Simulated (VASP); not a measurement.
# Tm (Fd-3m) in VASP: single point with LDA

Aim: the single point of Tm with LDA.

Program: VASP 6.6.1. These are calculated values, not measurements. Logs are shortened: lines on timing, memory, paths and dates and some standing lists are left out, and cuts for length are marked.

**1. The cell of the first run**

It takes space group Fd-3m (No. 227, cubic). Conventional cell: a = 5.999 Å, b = 5.999 Å, c = 5.999 Å, α = 90.00°, β = 90.00°, γ = 90.00°. Tm (site symmetry -43m) has 4 Tm at 2.60 Å within 3.4 Å.

**2. Single point, LDA**

The input, INCAR:

```
PREC = Accurate
ENCUT = 520
EDIFF = 1E-6
ISMEAR = -1
SIGMA = 0.13605693000000002
LREAL = F
LASPH = T
NELM = 100
ALGO = Normal
ISIF = 2
LWAVE = F
LCHARG = F
GGA = CA
NBANDS = 30
```

The input, KPOINTS:

```
regular mesh
0
Gamma
  8 8 8
```

The input, POSCAR:

```
Tm
1.0
    0.0000000000      2.9994443415      2.9994443415
    2.9994443415      0.0000000000      2.9994443415
    2.9994443415      2.9994443415      0.0000000000
Tm
2
Direct
    0.0000000000      0.0000000000      0.0000000000
    0.2500000000      0.2500000000      0.2500000000
```

Potentials or basis: VASP PAW PBE potentials, release 64 (Tm).

The run is started by

```
cat potpaw_PBE.64/Tm/POTCAR > POTCAR
mpirun -np 1 vasp_std > vasp.out
```

OUTCAR:

```text
PREC = Accurate
   ENCUT = 520
   EDIFF = 1E-6
   ISMEAR = -1
   LREAL = F
   LASPH = T
   NELM = 100
   ISIF = 2
   GGA = CA

 ion  position               nearest neighbor table
   1  0.000  0.000  0.000-   2 2.60   2 2.60   2 2.60   2 2.60
   2  0.250  0.250  0.250-   1 2.60   1 2.60   1 2.60   1 2.60

  LATTYP: Found a face centered cubic cell.
 ALAT       =     5.9988886830

  Lattice vectors:

 A1 = (   0.0000000000,   2.9994443415,   2.9994443415)
 A2 = (   2.9994443415,   0.0000000000,   2.9994443415)
 A3 = (   2.9994443415,   2.9994443415,   0.0000000000)

Analysis of symmetry for initial positions (statically):
=====================================================================
 Subroutine PRICEL returns:
 Original cell was already a primitive cell.

 Routine SETGRP: Setting up the symmetry group for a
 face centered cubic supercell.

 Subroutine GETGRP returns: Found 48 space group operations
 (whereof 24 operations were pure point group operations)
 out of a pool of 48 trial point group operations.

The static configuration has the point symmetry T_d .
 The point group associated with its full space group is O_h .

Analysis of symmetry for dynamics (positions and initial velocities):
=====================================================================
 Subroutine PRICEL returns:
 Original cell was already a primitive cell.

 Routine SETGRP: Setting up the symmetry group for a
 face centered cubic supercell.

 Subroutine GETGRP returns: Found 48 space group operations
 (whereof 24 operations were pure point group operations)
 out of a pool of 48 trial point group operations.

The dynamic configuration has the point symmetry T_d .
 The point group associated with its full space group is O_h .

 Subroutine INISYM returns: Found 48 space group operations
 (whereof 24 operations are pure point group operations),
 and found     1 'primitive' translations

----------------------------------------------------------------------------------------

                                     Primitive cell

  volume of cell :      53.9700

  direct lattice vectors                    reciprocal lattice vectors
     0.000000000  2.999444341  2.999444341    -0.166697542  0.166697542  0.166697542
     2.999444341  0.000000000  2.999444341     0.166697542 -0.166697542  0.166697542
     2.999444341  2.999444341  0.000000000     0.166697542  0.166697542 -0.166697542

  length of vectors
     4.241854867  4.241854867  4.241854867     0.288728613  0.288728613  0.288728613

  position of ions in fractional coordinates (direct lattice)
     0.000000000  0.000000000  0.000000000
     0.250000000  0.250000000  0.250000000

  ion indices of the primitive-cell ions
   primitive index   ion index
                 1           1
                 2           2

----------------------------------------------------------------------------------------

 KPOINTS: regular mesh

Automatic generation of k-mesh.
 Grid dimensions read from file:
 generate k-points for:    8    8    8

 Generating k-lattice:

  Cartesian coordinates                     Fractional coordinates (reciprocal lattice)
    -0.020837193  0.020837193  0.020837193     0.125000000  0.000000000  0.000000000
     0.020837193 -0.020837193  0.020837193     0.000000000  0.125000000  0.000000000
     0.020837193  0.020837193 -0.020837193     0.000000000  0.000000000  0.125000000

  Length of vectors
     0.036091077  0.036091077  0.036091077

  Shift w.r.t. Gamma in fractional coordinates (k-lattice)
     0.000000000  0.000000000  0.000000000

 Subroutine IBZKPT returns following result:
 ===========================================

 Found     29 irreducible k-points:

 Following reciprocal coordinates:
            Coordinates               Weight
  0.000000  0.000000  0.000000      1.000000
  0.125000  0.000000  0.000000      8.000000
  0.250000  0.000000  0.000000      8.000000
  0.375000  0.000000  0.000000      8.000000
  0.500000  0.000000  0.000000      4.000000
  0.125000  0.125000  0.000000      6.000000
[... 16 lines left out ...]
  0.500000  0.250000  0.125000     48.000000
 -0.375000  0.250000  0.125000     24.000000
 [... further k-points ...]
   k-points           NKPTS =     29   k-points in BZ     NKDIM =     29   number of bands    NBANDS=     30
   number of dos      NEDOS =    301   number of ions     NIONS =      2
   total plane-waves  NPLWV =  32768
   dimension x,y,z NGX =    32 NGY =   32 NGZ =   32
   dimension x,y,z NGXF=    64 NGYF=   64 NGZF=   64
   ions per type =               2
   NGX,Y,Z   is equivalent  to a cutoff of  12.54, 12.54, 12.54 a.u.
   NGXF,Y,Z  is equivalent  to a cutoff of  25.08, 25.08, 25.08 a.u.
 SYSTEM =  unknown system
   PREC   = accura    normal or accurate (medium, high low for compatibility)
   ISTART =      0    job   : 0-new  1-cont  2-samecut
   ICHARG =      2    charge: 1-file 2-atom 10-const
   ISPIN  =      1    spin polarized calculation?
   LNONCOLLINEAR =      F non collinear calculations
   LSORBIT =      F    spin-orbit coupling
   LASPH  =      T    aspherical Exc in radial PAW
   ENCUT  =  520.0 eV  38.22 Ry    6.18 a.u.   7.89  7.89  7.89*2*pi/ulx,y,z
   NELM   =    100;   NELMIN=  2; NELMDL= -5     # of ELM steps
   EDIFF  = 0.1E-05   stopping-criterion for ELM
   LREAL  =      F    real-space projection
   EDIFFG = 0.1E-04   stopping-criterion for IOM
   NSW    =      0    number of steps for IOM
   IBRION =     -1    ionic relax: 0-MD 1-quasi-New 2-CG
   NFREE  =      0    steps in history (QN), initial steepest desc. (CG)
   ISIF   =      2    stress and relaxation
   ISYM   =      2    0-nonsym 1-usesym 2-fastsym
   POTIM  = 0.5000    time-step for ionic-motion
   TEBEG  =    0.0;   TEEND  =   0.0 temperature during run
   PSTRESS=    0.0 pullay stress
   NELECT =      46.0000    total number of electrons
   NUPDOWN=      -1.0000    fix difference up-down
   EMIN   =  10.00;   EMAX   =-10.00  energy-range for DOS
   EFERMI =   0.00;   METHOD = LEGACY
   ISMEAR =    -1;   SIGMA  =   0.14  broadening in eV -4-tet -1-fermi 0-gaus
   EFERMI_NEDOS =   21; number of points for ismear=-14 and -15
   IALGO  =     38    algorithm
   IMIX   =      4    mixing-type and parameters
     AMIX     =   0.40;   BMIX     =  1.00
     AMIX_MAG =   1.60;   BMIX_MAG =  1.00
  volume/ion in A,a.u.               =      26.98       182.10
  Fermi-wavevector in a.u.,A,eV,Ry     =   1.552184  2.933203 32.780194  2.409276
  Thomas-Fermi vector in A             =   2.656596
   LORBIT       =      0    0 simple, 1 ext, 2 COOP (PROOUT), +10 PAW based schemes
   GGA     = CA    functional components
   LHFCALC =     F    Hartree Fock is set to
   AEXX    =    0.0000 exact exchange contribution
   IVDW    =     0    specifies the selected vdW correction
   LEPSILON=     F    determine dielectric tensor
   LRPA    =     F    only Hartree local field effects (RPA)
 non-spin polarized calculation
  energy-cutoff  :      520.00
  volume of cell :       53.97
 maximum number of plane-waves:      1475
   NGX = 15   NGY = 15   NGZ = 15

 number of electron      45.9999993 magnetization

 Free energy of the ion-electron system (eV)
  ---------------------------------------------------
  ext. energy  EPLUGINS =         0.00000000
  ---------------------------------------------------
  free energy    TOTEN  =        -6.69056585 eV

  energy without entropy =       -5.95960149  energy(sigma->0) =       -6.32508367

 E-fermi :   1.7837     XC(G=0): -10.9306

 val. band max:        1.7547591225   @ k =   0.5000   0.1250   0.0000
 cond. band min:       1.8134846175   @ k =  -0.3750   0.2500   0.0000
 fundamental gap:      0.0587254950
 Fermi energy:         1.7836667295

 k-point     1 :       0.0000    0.0000    0.0000
  band No.  band energies     occupation
      1     -48.3078      2.00000
      2     -47.4221      2.00000
      3     -22.4353      2.00000
      4     -22.4353      2.00000
      5     -22.4353      2.00000
      6     -20.7114      2.00000
[... 22 lines left out ...]
     29       6.2666      0.00000
     30       6.2666      0.00000

 k-point     2 :       0.1250    0.0000    0.0000
  band No.  band energies     occupation
      1     -48.2838      2.00000
      2     -47.4484      2.00000
      3     -22.4730      2.00000
      4     -22.4730      2.00000
      5     -22.4449      2.00000
      6     -20.7037      2.00000
[... 22 lines left out ...]
     29       5.5037      0.00000
     30       6.1939      0.00000

 k-point     3 :       0.2500    0.0000    0.0000
  band No.  band energies     occupation
      1     -48.2186      2.00000
      2     -47.5189      2.00000
      3     -22.5570      2.00000
      4     -22.5570      2.00000
      5     -22.4729      2.00000
      6     -20.6777      2.00000
[... 22 lines left out ...]
     29       4.5988      0.00000
     30       6.4821      0.00000

 k-point     4 :       0.3750    0.0000    0.0000
  band No.  band energies     occupation
      1     -48.1367      2.00000
      2     -47.6061      2.00000
      3     -22.6332      2.00000
      4     -22.6332      2.00000
      5     -22.5067      2.00000
      6     -20.6421      2.00000
[... 22 lines left out ...]
     29       4.3636      0.00000
     30       7.5222      0.00000

 k-point     5 :       0.5000    0.0000    0.0000
  band No.  band energies     occupation
      1     -48.0935      2.00000
      2     -47.6515      2.00000
      3     -22.6629      2.00000
      4     -22.6629      2.00000
      5     -22.5223      2.00000
      6     -20.6247      2.00000
[... 22 lines left out ...]
     29       4.7897      0.00000
     30       8.2717      0.00000
[... 526 lines left out ...]
     29       6.1221      0.00000
     30       6.1221      0.00000

 k-point    22 :       0.3750    0.2500    0.1250
  band No.  band energies     occupation
      1     -48.1597      2.00000
      2     -47.5817      2.00000
      3     -22.7539      2.00000
      4     -22.6571      2.00000
      5     -22.2324      2.00000
      6     -20.9361      2.00000
[... 22 lines left out ...]
     29       5.5427      0.00000
     30       6.1622      0.00000

 k-point    23 :       0.5000    0.2500    0.1250
  band No.  band energies     occupation
      1     -48.0771      2.00000
      2     -47.6686      2.00000
      3     -22.8593      2.00000
      4     -22.7234      2.00000
      5     -22.1446      2.00000
      6     -21.0123      2.00000
[... 22 lines left out ...]
     29       5.7966      0.00000
     30       6.2975      0.00000

 k-point    24 :      -0.3750    0.2500    0.1250
  band No.  band energies     occupation
      1     -48.0300      2.00000
      2     -47.7175      2.00000
      3     -22.8972      2.00000
      4     -22.7536      2.00000
      5     -22.1066      2.00000
      6     -21.0432      2.00000
[... 22 lines left out ...]
     29       5.7368      0.00000
     30       6.9534      0.00000

 [... further k-points ...]
[... 5 lines left out ...]
  --------------------------------------------------------------------------------------
  -------------------------------------------------------------------------------------
  Total       -0.0512677     -0.0512677     -0.0512677      0.0000000      0.0000000      0.0000000
  in kB       -1.5219544     -1.5219544     -1.5219544      0.0000000      0.0000000      0.0000000
  external PRESSURE =      -1.5219544 kB  Pullay stress =       0.0000000 kB

 VOLUME and BASIS-vectors are now :
 -----------------------------------------------------------------------------
  energy-cutoff  :      520.00
  volume of cell :       53.97
      direct lattice vectors                 reciprocal lattice vectors
     0.000000000  2.999444341  2.999444341    -0.166697542  0.166697542  0.166697542
     2.999444341  0.000000000  2.999444341     0.166697542 -0.166697542  0.166697542
     2.999444341  2.999444341  0.000000000     0.166697542  0.166697542 -0.166697542

 POSITION                                       TOTAL-FORCE (eV/Angst)
 -----------------------------------------------------------------------------------
      0.00000      0.00000      0.00000         0.000000     -0.000000     -0.000000
      1.49972      1.49972      1.49972        -0.000000      0.000000      0.000000
 -----------------------------------------------------------------------------------
    total drift:                               -0.000000      0.000000      0.000000

  FREE ENERGIE OF THE ION-ELECTRON SYSTEM (eV)
  ---------------------------------------------------
  free  energy   TOTEN  =        -6.6905658500 eV

  energy  without entropy=       -5.9596014894  energy(sigma->0) =       -6.32508367
```

Run time: 61 s. Hardware: 1 thread of Intel Xeon Platinum 8259CL at 2.50GHz (Skylake/Cascade Lake), shared host; peak memory 0.18 GiB.

What came out:

```yaml
Free_energy: -6.6906 eV
Pressure: -0.2 GPa
Band_gap_on_the_k_mesh: zero (band 23 reaches 1.62 eV, above the bottom of band 24 at 1.54 eV)
```

Levels at points of the mesh, in eV from the Fermi level:
| k point | band 21 | band 22 | band 23 | band 24 | band 25 | band 26 | band 27 | band 28 |
| --- | --- | --- | --- | --- | --- | --- | --- | --- |
| (0.00, 0.00, 0.00) | -0.21 | -0.21 | -0.21 | 0.47 | 0.47 | 2.20 | 2.20 | 2.20 |
| (0.50, 0.00, 0.00) | -0.30 | -0.25 | -0.22 | 0.13 | 0.64 | 0.64 | 2.10 | 2.10 |
| (0.50, 0.50, 0.00) | -0.27 | -0.27 | -0.24 | -0.24 | 1.93 | 1.93 | 2.34 | 2.34 |

Caveat: the PAW data sets were made with another functional, which shifts forces and pressure a little; spin-orbit coupling is left out, which moves the levels of the heavy elements. Spin polarisation is off, so any magnetic state and its effect on volume and gap are missing.
